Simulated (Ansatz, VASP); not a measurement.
# One calculation of SrCl, two programs

```
Sr Cl
1.0
     0.00000    2.74283    2.74283
     2.74283    0.00000    2.74283
     2.74283    2.74283    0.00000
Sr Cl
1 1
Direct
  0.50000 0.50000 0.50000
  0.00000 0.00000 0.00000
```

Alike in both runs: task relaxation of cell and atoms; functional PBEsol; k mesh 6 × 6 × 6; occupations gaussian, width 0.1 eV; no spin polarisation.

```csv
,VASP,Ansatz
version,VASP 6.6.1,Ansatz 0.2.0
potentials or method,"VASP PAW PBE potentials, release 64 (Sr_sv, Cl), cutoff 600 eV","scalar-relativistic, plane waves, PAW"
valence electrons in the cell,17,17
```

|  | VASP | Ansatz | Ansatz less VASP |
| --- | --- | --- | --- |
| gap on the k mesh at the Fermi level, each at its own relaxed structure (eV) | none | none | - |
| relaxed volume (Å³/atom) | 25.91 | 26.12 | +0.208 |
| relaxed length of the cell vector where the two differ most in proportion (Å) | 4.185 | 4.196 | +0.0112 |

VASP's potentials were made for PBE, not for PBEsol. A gap of «none» marks a metal or a gap that the smearing closes.

Noted on VASP's run: the volume moved by over 15 % at a fixed basis, so the end points are rough.
